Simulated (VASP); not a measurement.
# GaSb (m.eAscan) (F-43m) in VASP: single point with r2SCAN

Aim: the single point of GaSb (m.eAscan) with r2SCAN.

Everything below comes from runs of VASP 6.6.1. Logs are shortened: lines on timing, memory, paths and dates and some standing lists are left out, and cuts for length are marked.

**1. The cell of the first run**

Symmetry: F-43m, No. 216, cubic system. Conventional cell: a = 6.214 Å, b = 6.214 Å, c = 6.214 Å, α = 90.00°, β = 90.00°, γ = 90.00°. Ga (site symmetry -43m) has 4 Sb at 2.69 Å within 3.5 Å. Within 3.5 Å of Sb (site symmetry -43m) lie 4 Ga at 2.69 Å.

**2. Single point, r2SCAN**

POSCAR

```
GaSb
1.0
    4.3941958040      0.0000000000      0.0000000000
    0.0000000000      6.2143313030      0.0000000000
    0.0000000000      0.0000000000      4.3941958040
Ga Sb
2 2
Direct
    0.0000000000      0.0000000000     -0.0000054000
    0.5000000000      0.5000000000      0.4999946000
    0.5000000000      0.2500000000     -0.0000054000
    0.0000000000      0.7500000000      0.4999946000
```

INCAR.step1

```
PREC = Accurate ; ENCUT = 550
ISMEAR = 0 ; SIGMA = 0.1
LREAL = False ; LASPH = True
NELM = 120 ; NBANDS = 26
GGA = PE ; ALGO = Normal
EDIFF = 1E-5 ; LWAVE = True
LCHARG = False ; GGA_COMPAT = False
```

INCAR.step2

```
PREC = Accurate ; ENCUT = 550
EDIFF = 1E-6 ; ISMEAR = 0
SIGMA = 0.1 ; LREAL = False
LASPH = True ; NELM = 120
ALGO = Normal ; ISIF = 2
LWAVE = False ; LCHARG = False
METAGGA = R2SCAN ; LMIXTAU = True
NBANDS = 26 ; ISTART = 1
GGA_COMPAT = False
```

KPOINTS

```
regular mesh
0
Gamma
  10 8 10
```

Potentials or basis: VASP PAW PBE potentials, release 64 (Ga_d, Sb).

On the command line:

```
> cat potpaw_PBE.64/Ga_d/POTCAR potpaw_PBE.64/Sb/POTCAR > POTCAR
> cp INCAR.step1 INCAR
> mpirun -np 1 vasp_std > vasp.out
> cp INCAR.step2 INCAR
> mpirun -np 1 vasp_std > vasp.out
```

OUTCAR:

```text
PREC = Accurate
   ENCUT = 550
   EDIFF = 1E-6
   ISMEAR = 0
   LREAL = False
   LASPH = True
   NELM = 120
   ISIF = 2
   METAGGA = R2SCAN
   ISTART = 1

 ion  position               nearest neighbor table
   1  0.000  0.000  1.000-   3 2.69   4 2.69   4 2.69   3 2.69
   2  0.500  0.500  0.500-   3 2.69   4 2.69   3 2.69   4 2.69
   3  0.500  0.250  1.000-   1 2.69   2 2.69   2 2.69   1 2.69
   4  0.000  0.750  0.500-   1 2.69   2 2.69   1 2.69   2 2.69

  LATTYP: Found a simple tetragonal cell.
 ALAT       =     4.3941958040
 C/A-ratio  =     1.4142135627

  Lattice vectors:

 A1 = (  -4.3941958040,   0.0000000000,   0.0000000000)
 A2 = (   0.0000000000,   0.0000000000,   4.3941958040)
 A3 = (   0.0000000000,   6.2143313030,   0.0000000000)

Analysis of symmetry for initial positions (statically):
=====================================================================
 Subroutine PRICEL returns following result:

  LATTYP: Found a face centered cubic cell.
 ALAT       =     6.2143313024

  Lattice vectors:

 A1 = (  -2.1970979020,   3.1071656515,   2.1970979020)
 A2 = (  -0.0000000000,   0.0000000000,   4.3941958040)
 A3 = (   2.1970979020,   3.1071656515,   2.1970979020)

   2 primitive cells build up your supercell.

 Routine SETGRP: Setting up the symmetry group for a
 simple tetragonal supercell.

 Subroutine GETGRP returns: Found  8 space group operations
 (whereof  2 operations were pure point group operations)
 out of a pool of 16 trial point group operations.

The static configuration has the point symmetry C_1h.
 The point group associated with its full space group is D_2d.

Analysis of symmetry for dynamics (positions and initial velocities):
=====================================================================
 Subroutine PRICEL returns following result:

  LATTYP: Found a face centered cubic cell.
 ALAT       =     6.2143313024

  Lattice vectors:

 A1 = (  -2.1970979020,   3.1071656515,   2.1970979020)
 A2 = (  -0.0000000000,   0.0000000000,   4.3941958040)
 A3 = (   2.1970979020,   3.1071656515,   2.1970979020)

   2 primitive cells build up your supercell.

 Routine SETGRP: Setting up the symmetry group for a
 simple tetragonal supercell.

 Subroutine GETGRP returns: Found  8 space group operations
 (whereof  2 operations were pure point group operations)
 out of a pool of 16 trial point group operations.

The dynamic configuration has the point symmetry C_1h.
 The point group associated with its full space group is D_2d.

 Subroutine INISYM returns: Found  8 space group operations
 (whereof  2 operations are pure point group operations),
 and found     2 'primitive' translations

----------------------------------------------------------------------------------------

                                     Primitive cell

  volume of cell :      59.9961

  direct lattice vectors                    reciprocal lattice vectors
    -2.197097902  3.107165651  2.197097902    -0.227572927  0.160918360 -0.000000000
    -0.000000000  0.000000000  4.394195804     0.000000000 -0.160918360  0.227572927
     2.197097902  3.107165652  2.197097902     0.227572927  0.160918360  0.000000000

  length of vectors
     4.394195804  4.394195804  4.394195804     0.278718775  0.278718775  0.278718775

  position of ions in fractional coordinates (direct lattice)
     1.000000000  0.999994600  0.000000000
     0.750000000  0.749994600  0.750000000

  ion indices of the primitive-cell ions
   primitive index   ion index
                 1           1
                 2           3

----------------------------------------------------------------------------------------

 KPOINTS: regular mesh

Automatic generation of k-mesh.
 Grid dimensions read from file:
 generate k-points for:   10    8   10

 Generating k-lattice:

  Cartesian coordinates                     Fractional coordinates (reciprocal lattice)
     0.022757293  0.000000000  0.000000000     0.100000000  0.000000000  0.000000000
     0.000000000  0.020114795  0.000000000     0.000000000  0.125000000  0.000000000
     0.000000000  0.000000000  0.022757293     0.000000000  0.000000000  0.100000000

  Length of vectors
     0.022757293  0.020114795  0.022757293

  Shift w.r.t. Gamma in fractional coordinates (k-lattice)
     0.000000000  0.000000000  0.000000000

 Subroutine IBZKPT returns following result:
 ===========================================

 Found    105 irreducible k-points:

 Following reciprocal coordinates:
            Coordinates               Weight
  0.000000  0.000000  0.000000      1.000000
  0.100000  0.000000  0.000000      4.000000
  0.200000  0.000000  0.000000      4.000000
  0.300000  0.000000  0.000000      4.000000
  0.400000  0.000000  0.000000      4.000000
  0.500000  0.000000  0.000000      2.000000
[... 16 lines left out ...]
  0.400000  0.375000  0.000000      8.000000
  0.500000  0.375000  0.000000      4.000000
 [... further k-points ...]
   k-points           NKPTS =    105   k-points in BZ     NKDIM =    105   number of bands    NBANDS=     26
   number of dos      NEDOS =    301   number of ions     NIONS =      4
   total plane-waves  NPLWV =  62208
   dimension x,y,z NGX =    36 NGY =   48 NGZ =   36
   dimension x,y,z NGXF=    72 NGYF=   96 NGZF=   72
   ions per type =               2   2
   NGX,Y,Z   is equivalent  to a cutoff of  13.62, 12.84, 13.62 a.u.
   NGXF,Y,Z  is equivalent  to a cutoff of  27.24, 25.68, 27.24 a.u.
 SYSTEM =  unknown system
   PREC   = accura    normal or accurate (medium, high low for compatibility)
   ISTART =      1    job   : 0-new  1-cont  2-samecut
   ICHARG =      0    charge: 1-file 2-atom 10-const
   ISPIN  =      1    spin polarized calculation?
   LNONCOLLINEAR =      F non collinear calculations
   LSORBIT =      F    spin-orbit coupling
   LASPH  =      T    aspherical Exc in radial PAW
   ENCUT  =  550.0 eV  40.42 Ry    6.36 a.u.   8.40 11.88  8.40*2*pi/ulx,y,z
   NELM   =    120;   NELMIN=  2; NELMDL=  0     # of ELM steps
   EDIFF  = 0.1E-05   stopping-criterion for ELM
   LREAL  =      F    real-space projection
   EDIFFG = 0.1E-04   stopping-criterion for IOM
   NSW    =      0    number of steps for IOM
   IBRION =     -1    ionic relax: 0-MD 1-quasi-New 2-CG
   NFREE  =      0    steps in history (QN), initial steepest desc. (CG)
   ISIF   =      2    stress and relaxation
   ISYM   =      2    0-nonsym 1-usesym 2-fastsym
   POTIM  = 0.5000    time-step for ionic-motion
   TEBEG  =    0.0;   TEEND  =   0.0 temperature during run
   PSTRESS=    0.0 pullay stress
   NELECT =      36.0000    total number of electrons
   NUPDOWN=      -1.0000    fix difference up-down
   EMIN   =  10.00;   EMAX   =-10.00  energy-range for DOS
   EFERMI =   0.00;   METHOD = LEGACY
   ISMEAR =     0;   SIGMA  =   0.10  broadening in eV -4-tet -1-fermi 0-gaus
   EFERMI_NEDOS =   21; number of points for ismear=-14 and -15
   IALGO  =     38    algorithm
   IMIX   =      4    mixing-type and parameters
     AMIX     =   0.40;   BMIX     =  1.00
     AMIX_MAG =   1.60;   BMIX_MAG =  1.00
  volume/ion in A,a.u.               =      30.00       202.44
  Fermi-wavevector in a.u.,A,eV,Ry     =   1.095951  2.071048 16.342084  1.201109
  Thomas-Fermi vector in A             =   2.232284
   LORBIT       =      0    0 simple, 1 ext, 2 COOP (PROOUT), +10 PAW based schemes
   METAGGA = R2SCAN    functional components
   LHFCALC =     F    Hartree Fock is set to
   AEXX    =    0.0000 exact exchange contribution
   IVDW    =     0    specifies the selected vdW correction
   LEPSILON=     F    determine dielectric tensor
   LRPA    =     F    only Hartree local field effects (RPA)
 non-spin polarized calculation
 Gauss-broadening in eV      SIGMA  =   0.10
  energy-cutoff  :      550.00
  volume of cell :      119.99
 maximum number of plane-waves:      3563
 NGX is ok and might be reduce to    36
   NGX = 17   NGY = 23   NGZ = 17

 number of electron      35.9999984 magnetization

 Free energy of the ion-electron system (eV)
  ---------------------------------------------------
  ext. energy  EPLUGINS =         0.00000000
  ---------------------------------------------------
  free energy    TOTEN  =       -75.18509115 eV

  energy without entropy =      -75.18487471  energy(sigma->0) =      -75.18498293

 E-fermi :   4.3002     XC(G=0):  -9.5065

 val. band max:        4.2116765908   @ k =   0.0000   0.0000   0.0000
 cond. band min:       4.3108062554   @ k =   0.0000   0.0000   0.0000
 fundamental gap:      0.0991296646
 Fermi energy:         4.3001843578

 k-point     1 :       0.0000    0.0000    0.0000
  band No.  band energies     occupation
      1     -11.2401      2.00000
      2     -11.1997      2.00000
      3     -11.1997      2.00000
      4     -11.1994      2.00000
      5     -11.1770      2.00000
      6     -11.1770      2.00000
[... 18 lines left out ...]
     25      10.4977      0.00000
     26      13.1508      0.00000

 k-point     2 :       0.1000    0.0000    0.0000
  band No.  band energies     occupation
      1     -11.2391      2.00000
      2     -11.2014      2.00000
      3     -11.1991      2.00000
      4     -11.1983      2.00000
      5     -11.1780      2.00000
      6     -11.1775      2.00000
[... 18 lines left out ...]
     25      10.8712      0.00000
     26      12.5302      0.00000

 k-point     3 :       0.2000    0.0000    0.0000
  band No.  band energies     occupation
      1     -11.2365      2.00000
      2     -11.2062      2.00000
      3     -11.1974      2.00000
      4     -11.1957      2.00000
      5     -11.1804      2.00000
      6     -11.1790      2.00000
[... 18 lines left out ...]
     25      11.5479      0.00000
     26      11.7612      0.00000

 k-point     4 :       0.3000    0.0000    0.0000
  band No.  band energies     occupation
      1     -11.2330      2.00000
      2     -11.2125      2.00000
      3     -11.1947      2.00000
      4     -11.1924      2.00000
      5     -11.1830      2.00000
      6     -11.1814      2.00000
[... 18 lines left out ...]
     25      10.7058      0.00000
     26      10.7836      0.00000
[... 496 lines left out ...]
      1     -11.2262      2.00000
      2     -11.2178      2.00000
      3     -11.1919      2.00000
      4     -11.1915      2.00000
      5     -11.1877      2.00000
      6     -11.1865      2.00000
[... 18 lines left out ...]
     25      10.0929      0.00000
     26      10.6827      0.00000

 k-point    23 :       0.4000    0.3750    0.0000
  band No.  band energies     occupation
      1     -11.2255      2.00000
      2     -11.2215      2.00000
      3     -11.1906      2.00000
      4     -11.1903      2.00000
      5     -11.1884      2.00000
      6     -11.1880      2.00000
[... 18 lines left out ...]
     25      11.2253      0.00000
     26      11.3587      0.00000

 k-point    24 :       0.5000    0.3750    0.0000
  band No.  band energies     occupation
      1     -11.2242      2.00000
      2     -11.2242      2.00000
      3     -11.1894      2.00000
      4     -11.1894      2.00000
      5     -11.1891      2.00000
      6     -11.1891      2.00000
[... 18 lines left out ...]
     25      11.3229      0.00000
     26      11.3229      0.00000

 [... further k-points ...]
[... 5 lines left out ...]
  --------------------------------------------------------------------------------------
  -------------------------------------------------------------------------------------
  Total       -1.3479482     -1.3380341     -1.3479482      0.0000000      0.0000000      0.0000000
  in kB      -17.9982618    -17.8658854    -17.9982618      0.0000000      0.0000000      0.0000000
  external PRESSURE =     -17.9541363 kB  Pullay stress =       0.0000000 kB

 VOLUME and BASIS-vectors are now :
 -----------------------------------------------------------------------------
  energy-cutoff  :      550.00
  volume of cell :      119.99
      direct lattice vectors                 reciprocal lattice vectors
     4.394195804  0.000000000  0.000000000     0.227572927  0.000000000  0.000000000
     0.000000000  6.214331303  0.000000000     0.000000000  0.160918360  0.000000000
     0.000000000  0.000000000  4.394195804     0.000000000  0.000000000  0.227572927

 POSITION                                       TOTAL-FORCE (eV/Angst)
 -----------------------------------------------------------------------------------
      0.00000      0.00000      4.39417        -0.000000      0.000000     -0.000000
      2.19710      3.10717      2.19707        -0.000000      0.000000     -0.000000
      2.19710      1.55358      4.39417         0.000000     -0.000000      0.000000
      0.00000      4.66075      2.19707         0.000000     -0.000000      0.000000
 -----------------------------------------------------------------------------------
    total drift:                                0.000000     -0.000000     -0.000002

  FREE ENERGIE OF THE ION-ELECTRON SYSTEM (eV)
  ---------------------------------------------------
  free  energy   TOTEN  =       -75.1850911496 eV

  energy  without entropy=      -75.1848747075  energy(sigma->0) =      -75.18498293
```

It took 14 min on 1 thread of Intel Xeon 6975P-C, shared host; peak memory 0.48 GiB.

What came out:

| Quantity | Value |
| --- | --- |
| Free energy | -75.1851 eV |
| Pressure | -1.8 GPa |
| Band gap on the k mesh | 0.10 eV |

Levels at points of the mesh, in eV from the valence-band top:
| k point | band 16 | band 17 | band 18 | band 19 | band 20 | band 21 |
| --- | --- | --- | --- | --- | --- | --- |
| (0.00, 0.00, 0.00) | 0.00 | 0.00 | 0.00 | 0.10 | 1.16 | 1.56 |
| (0.50, 0.00, 0.00) | -3.11 | -1.20 | -1.20 | 2.19 | 2.19 | 4.83 |
| (0.00, 0.50, 0.00) | -1.62 | -1.62 | -1.62 | 1.50 | 1.50 | 2.95 |
| (0.50, 0.50, 0.00) | -1.14 | -1.14 | -1.14 | 0.58 | 0.58 | 4.01 |
| (0.50, 0.00, 0.50) | -2.53 | -2.53 | -2.53 | 1.16 | 1.16 | 1.56 |
| (0.50, 0.50, 0.50) | -3.26 | -3.04 | -3.04 | 3.83 | 3.83 | 4.60 |

Caveat: the PAW data sets were made with another functional, which shifts forces and pressure a little; spin-orbit coupling is left out, which moves the levels of the heavy elements. A k mesh can miss the band edges.
